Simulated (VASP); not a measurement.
MgI2, 3 atoms in the cell. It takes space group Cm (No. 8, monoclinic). The conventional cell has a = 7.194 Å, b = 4.154 Å, c = 6.862 Å, α = 90.00°, β = 90.00°, γ = 90.00°. Mg (site symmetry m) has 6 I at 2.64 to 3.23 Å within 3.5 Å. I (site symmetry m) has 3 Mg at 2.64 to 3.02 Å within 3.5 Å. I (site symmetry m) has 3 Mg at 2.87 to 3.23 Å within 3.8 Å.  This cell differs from its parent crystal: atom 1 (Mg) moved by (-0.300, -0.300) A along y and z.

* Program: VASP 6.6.1
* Task: single point
* Functional: PBE
* Potentials or basis: VASP PAW PBE potentials, release 64 (Mg, I)
* Cutoff: 520 eV
* k mesh: 6 × 6 × 4
* Occupations: gaussian, width 0.05 eV
* Spin: no spin polarisation
* Dipole correction: no
* Further INCAR settings: ALGO = Normal; EDIFF = 1e-06; NBANDS = 15

Potentials or basis: VASP PAW PBE potentials, release 64 (Mg, I).

Run with:

```bash
$ cat potpaw_PBE.64/Mg/POTCAR potpaw_PBE.64/I/POTCAR > POTCAR
$ mpirun -np 1 vasp_std > vasp.out
```

Hardware: 1 thread of Intel Xeon 8259CL, with other jobs on the host.

Question: How long does it take, and how much memory?

Answer: Run time: 100 s on 1 thread of Intel Xeon 8259CL, with other jobs on the host, peak memory 0.26 GiB. Counts: scf iterations 13, k points 47.
